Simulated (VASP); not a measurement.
# LiH (Fm-3m) in VASP: notebook

The runs below take LiH through single point, relaxation of cell and atoms, with PBE.

Everything below comes from runs of VASP 6.6.1. Logs are shortened: lines on timing, memory, paths and dates and some standing lists are left out, and cuts for length are marked.

## (1) The cell of the first run

It takes space group Fm-3m (No. 225, cubic). Conventional cell: a = 4.007 Å, b = 4.007 Å, c = 4.007 Å, α = 90.00°, β = 90.00°, γ = 90.00°. Li (site symmetry m-3m) has 6 H at 2.00 Å within 2.7 Å. H (site symmetry m-3m) has 6 Li at 2.00 Å within 2.7 Å.

## (2) Single point, PBE

INCAR

```
PREC = Accurate
ENCUT = 520
EDIFF = 1E-6
ISMEAR = 0
SIGMA = 0.02
LREAL = False
LASPH = True
NELM = 60
ALGO = Normal
ISIF = 2
LWAVE = False
LCHARG = False
GGA = PE
NBANDS = 9
```

KPOINTS

```
regular mesh
0
Gamma
  10 10 10
```

POSCAR

```
LiH
1.0
    0.0000000000      2.0035500260      2.0035500260
    2.0035500260      0.0000000000      2.0035500260
    2.0035500260      2.0035500260      0.0000000000
Li H
1 1
Direct
    0.0000000000      0.0000000000      0.0000000000
    0.5000000000      0.5000000000      0.5000000000
```

Potentials or basis: VASP PAW PBE potentials, release 64 (Li_sv, H).

Run with:

```console
> cat potpaw_PBE.64/Li_sv/POTCAR potpaw_PBE.64/H/POTCAR > POTCAR
> mpirun -np 1 vasp_std > vasp.out
```

OUTCAR:

```text
PREC = Accurate
   ENCUT = 520
   EDIFF = 1E-6
   ISMEAR = 0
   LREAL = False
   LASPH = True
   NELM = 60
   ISIF = 2
   GGA = PE

 ion  position               nearest neighbor table
   1  0.000  0.000  0.000-
   2  0.500  0.500  0.500-

  LATTYP: Found a face centered cubic cell.
 ALAT       =     4.0071000520

  Lattice vectors:

 A1 = (   0.0000000000,   2.0035500260,   2.0035500260)
 A2 = (   2.0035500260,   0.0000000000,   2.0035500260)
 A3 = (   2.0035500260,   2.0035500260,   0.0000000000)

Analysis of symmetry for initial positions (statically):
=====================================================================
 Subroutine PRICEL returns:
 Original cell was already a primitive cell.

 Routine SETGRP: Setting up the symmetry group for a
 face centered cubic supercell.

 Subroutine GETGRP returns: Found 48 space group operations
 (whereof 48 operations were pure point group operations)
 out of a pool of 48 trial point group operations.

The static configuration has the point symmetry O_h .

Analysis of symmetry for dynamics (positions and initial velocities):
=====================================================================
 Subroutine PRICEL returns:
 Original cell was already a primitive cell.

 Routine SETGRP: Setting up the symmetry group for a
 face centered cubic supercell.

 Subroutine GETGRP returns: Found 48 space group operations
 (whereof 48 operations were pure point group operations)
 out of a pool of 48 trial point group operations.

The dynamic configuration has the point symmetry O_h .

 Subroutine INISYM returns: Found 48 space group operations
 (whereof 48 operations are pure point group operations),
 and found     1 'primitive' translations

----------------------------------------------------------------------------------------

                                     Primitive cell

  volume of cell :      16.0854

  direct lattice vectors                    reciprocal lattice vectors
     0.000000000  2.003550026  2.003550026    -0.249557033  0.249557033  0.249557033
     2.003550026  0.000000000  2.003550026     0.249557033 -0.249557033  0.249557033
     2.003550026  2.003550026  0.000000000     0.249557033  0.249557033 -0.249557033

  length of vectors
     2.833447620  2.833447620  2.833447620     0.432245461  0.432245461  0.432245461

  position of ions in fractional coordinates (direct lattice)
     0.000000000  0.000000000  0.000000000
     0.500000000  0.500000000  0.500000000

  ion indices of the primitive-cell ions
   primitive index   ion index
                 1           1
                 2           2

----------------------------------------------------------------------------------------

 KPOINTS: regular mesh

Automatic generation of k-mesh.
 Grid dimensions read from file:
 generate k-points for:   10   10   10

 Generating k-lattice:

  Cartesian coordinates                     Fractional coordinates (reciprocal lattice)
    -0.024955703  0.024955703  0.024955703     0.100000000  0.000000000  0.000000000
     0.024955703 -0.024955703  0.024955703     0.000000000  0.100000000  0.000000000
     0.024955703  0.024955703 -0.024955703     0.000000000  0.000000000  0.100000000

  Length of vectors
     0.043224546  0.043224546  0.043224546

  Shift w.r.t. Gamma in fractional coordinates (k-lattice)
     0.000000000  0.000000000  0.000000000

 Subroutine IBZKPT returns following result:
 ===========================================

 Found     47 irreducible k-points:

 Following reciprocal coordinates:
            Coordinates               Weight
  0.000000  0.000000  0.000000      1.000000
  0.100000  0.000000  0.000000      8.000000
  0.200000  0.000000  0.000000      8.000000
  0.300000  0.000000  0.000000      8.000000
  0.400000  0.000000  0.000000      8.000000
  0.500000  0.000000  0.000000      4.000000
[... 16 lines left out ...]
  0.300000  0.300000  0.000000      6.000000
  0.400000  0.300000  0.000000     24.000000
 [... further k-points ...]
   k-points           NKPTS =     47   k-points in BZ     NKDIM =     47   number of bands    NBANDS=      9
   number of dos      NEDOS =    301   number of ions     NIONS =      2
   total plane-waves  NPLWV =  13824
   dimension x,y,z NGX =    24 NGY =   24 NGZ =   24
   dimension x,y,z NGXF=    48 NGYF=   48 NGZF=   48
   ions per type =               1   1
   NGX,Y,Z   is equivalent  to a cutoff of  14.08, 14.08, 14.08 a.u.
   NGXF,Y,Z  is equivalent  to a cutoff of  28.16, 28.16, 28.16 a.u.
 SYSTEM =  unknown system
   PREC   = accura    normal or accurate (medium, high low for compatibility)
   ISTART =      0    job   : 0-new  1-cont  2-samecut
   ICHARG =      2    charge: 1-file 2-atom 10-const
   ISPIN  =      1    spin polarized calculation?
   LNONCOLLINEAR =      F non collinear calculations
   LSORBIT =      F    spin-orbit coupling
   LASPH  =      T    aspherical Exc in radial PAW
   ENCUT  =  520.0 eV  38.22 Ry    6.18 a.u.   5.27  5.27  5.27*2*pi/ulx,y,z
   NELM   =     60;   NELMIN=  2; NELMDL= -5     # of ELM steps
   EDIFF  = 0.1E-05   stopping-criterion for ELM
   LREAL  =      F    real-space projection
   EDIFFG = 0.1E-04   stopping-criterion for IOM
   NSW    =      0    number of steps for IOM
   IBRION =     -1    ionic relax: 0-MD 1-quasi-New 2-CG
   NFREE  =      0    steps in history (QN), initial steepest desc. (CG)
   ISIF   =      2    stress and relaxation
   ISYM   =      2    0-nonsym 1-usesym 2-fastsym
   POTIM  = 0.5000    time-step for ionic-motion
   TEBEG  =    0.0;   TEEND  =   0.0 temperature during run
   PSTRESS=    0.0 pullay stress
   NELECT =       4.0000    total number of electrons
   NUPDOWN=      -1.0000    fix difference up-down
   EMIN   =  10.00;   EMAX   =-10.00  energy-range for DOS
   EFERMI =   0.00;   METHOD = LEGACY
   ISMEAR =     0;   SIGMA  =   0.02  broadening in eV -4-tet -1-fermi 0-gaus
   EFERMI_NEDOS =   21; number of points for ismear=-14 and -15
   IALGO  =     38    algorithm
   IMIX   =      4    mixing-type and parameters
     AMIX     =   0.40;   BMIX     =  1.00
     AMIX_MAG =   1.60;   BMIX_MAG =  1.00
  volume/ion in A,a.u.               =       8.04        54.27
  Fermi-wavevector in a.u.,A,eV,Ry     =   1.029480  1.945435 14.419854  1.059829
  Thomas-Fermi vector in A             =   2.163530
   LORBIT       =      0    0 simple, 1 ext, 2 COOP (PROOUT), +10 PAW based schemes
   GGA     = PE    functional components
   LHFCALC =     F    Hartree Fock is set to
   AEXX    =    0.0000 exact exchange contribution
   IVDW    =     0    specifies the selected vdW correction
   LEPSILON=     F    determine dielectric tensor
   LRPA    =     F    only Hartree local field effects (RPA)
 non-spin polarized calculation
 Gauss-broadening in eV      SIGMA  =   0.02
  energy-cutoff  :      520.00
  volume of cell :       16.09
 maximum number of plane-waves:       444
 NGX is ok and might be reduce to    24
   NGX = 11   NGY = 11   NGZ = 11

 number of electron       3.9999995 magnetization

 Free energy of the ion-electron system (eV)
  ---------------------------------------------------
  ext. energy  EPLUGINS =         0.00000000
  ---------------------------------------------------
  free energy    TOTEN  =        -6.12707136 eV

  energy without entropy =       -6.12707136  energy(sigma->0) =       -6.12707136

 E-fermi :   0.3546     XC(G=0):  -8.5150

 val. band max:        0.0962734228   @ k =   0.5000   0.5000   0.0000
 cond. band min:       3.0747042387   @ k =   0.5000   0.5000   0.0000
 fundamental gap:      2.9784308159
 Fermi energy:         0.3546149313

 k-point     1 :       0.0000    0.0000    0.0000
  band No.  band energies     occupation
      1     -44.1934      2.00000
      2      -5.3410      2.00000
      3      16.2056      0.00000
      4      17.9983      0.00000
      5      17.9983      0.00000
      6      17.9983      0.00000
      7      22.7157      0.00000
      8      22.7157      0.00000
      9      22.7157      0.00000

 k-point     2 :       0.1000    0.0000    0.0000
  band No.  band energies     occupation
      1     -44.1891      2.00000
      2      -5.1641      2.00000
      3      14.7264      0.00000
      4      17.0023      0.00000
      5      17.6093      0.00000
      6      17.6093      0.00000
      7      22.1466      0.00000
      8      23.5566      0.00000
      9      23.5566      0.00000

 k-point     3 :       0.2000    0.0000    0.0000
  band No.  band energies     occupation
      1     -44.1774      2.00000
      2      -4.6470      2.00000
      3      11.4697      0.00000
      4      15.7318      0.00000
      5      16.9818      0.00000
      6      16.9818      0.00000
      7      22.9912      0.00000
      8      23.3478      0.00000
      9      23.3478      0.00000

 k-point     4 :       0.3000    0.0000    0.0000
  band No.  band energies     occupation
      1     -44.1631      2.00000
      2      -3.8506      2.00000
      3       8.3211      0.00000
      4      14.6862      0.00000
      5      16.6018      0.00000
      6      16.6018      0.00000
      7      21.2771      0.00000
      8      21.2771      0.00000
      9      24.5454      0.00000
[... 205 lines left out ...]
 k-point    22 :      -0.2000    0.2000    0.0000
  band No.  band energies     occupation
      1     -44.1582      2.00000
      2      -3.5134      2.00000
      3       9.6289      0.00000
      4       9.7721      0.00000
      5      16.1335      0.00000
      6      17.1334      0.00000
      7      21.9145      0.00000
      8      24.0318      0.00000
      9      25.7087      0.00000

 k-point    23 :       0.3000    0.3000    0.0000
  band No.  band energies     occupation
      1     -44.1535      2.00000
      2      -3.1138      2.00000
      3       8.6769      0.00000
      4      12.3442      0.00000
      5      12.3442      0.00000
      6      15.5735      0.00000
      7      17.5622      0.00000
      8      28.6485      0.00000
      9      31.1344      0.00000

 k-point    24 :       0.4000    0.3000    0.0000
  band No.  band energies     occupation
      1     -44.1445      2.00000
      2      -2.2222      2.00000
      3       6.7882      0.00000
      4      10.5764      0.00000
      5      11.9030      0.00000
      6      16.3382      0.00000
      7      17.6710      0.00000
      8      29.6887      0.00000
      9      30.1530      0.00000

 [... further k-points ...]

------------------------ aborting loop because EDIFF is reached ----------------------------------------

  FORCE on cell =-STRESS in cart. coord.  units (eV):
  Direction    XX          YY          ZZ          XY          YZ          ZX
  --------------------------------------------------------------------------------------
  -------------------------------------------------------------------------------------
  Total       -0.0252521     -0.0252521     -0.0252521     -0.0000000      0.0000000      0.0000000
  in kB       -2.5152331     -2.5152331     -2.5152331     -0.0000000      0.0000000      0.0000000
  external PRESSURE =      -2.5152331 kB  Pullay stress =       0.0000000 kB

 VOLUME and BASIS-vectors are now :
 -----------------------------------------------------------------------------
  energy-cutoff  :      520.00
  volume of cell :       16.09
      direct lattice vectors                 reciprocal lattice vectors
     0.000000000  2.003550026  2.003550026    -0.249557033  0.249557033  0.249557033
     2.003550026  0.000000000  2.003550026     0.249557033 -0.249557033  0.249557033
     2.003550026  2.003550026  0.000000000     0.249557033  0.249557033 -0.249557033

 POSITION                                       TOTAL-FORCE (eV/Angst)
 -----------------------------------------------------------------------------------
      0.00000      0.00000      0.00000         0.000000      0.000000      0.000000
      2.00355      2.00355      2.00355         0.000000      0.000000      0.000000
 -----------------------------------------------------------------------------------
    total drift:                                0.000000     -0.000000     -0.000000

  FREE ENERGIE OF THE ION-ELECTRON SYSTEM (eV)
  ---------------------------------------------------
  free  energy   TOTEN  =        -6.1270713634 eV

  energy  without entropy=       -6.1270713634  energy(sigma->0) =       -6.12707136
```

Run time: 2.5 s. Hardware: 1 thread of Intel Xeon 6975P-C (Granite Rapids), shared host; peak memory 0.13 GiB.

Results:

| Quantity | Value |
| --- | --- |
| Free energy | -6.1271 eV |
| Band gap on the k mesh | 2.98 eV, direct |

Levels at points of the mesh, in eV from the valence-band top:
```
           k point  band 1  band 2  band 3  band 4  band 5  band 6
(0.00, 0.00, 0.00)  -44.29   -5.44   16.11   17.90   17.90   17.90
(0.50, 0.00, 0.00)  -44.24   -2.63    4.92   13.67   16.51   16.51
(0.50, 0.50, 0.00)  -44.23    0.00    2.98   10.82   10.82   13.98
```

Caveat: the cutoff is under 1.25 times the usual one of these potentials, so pressure, stress and relaxed cells hold a basis-set (Pulay) error.

[end of part 1 of 2]
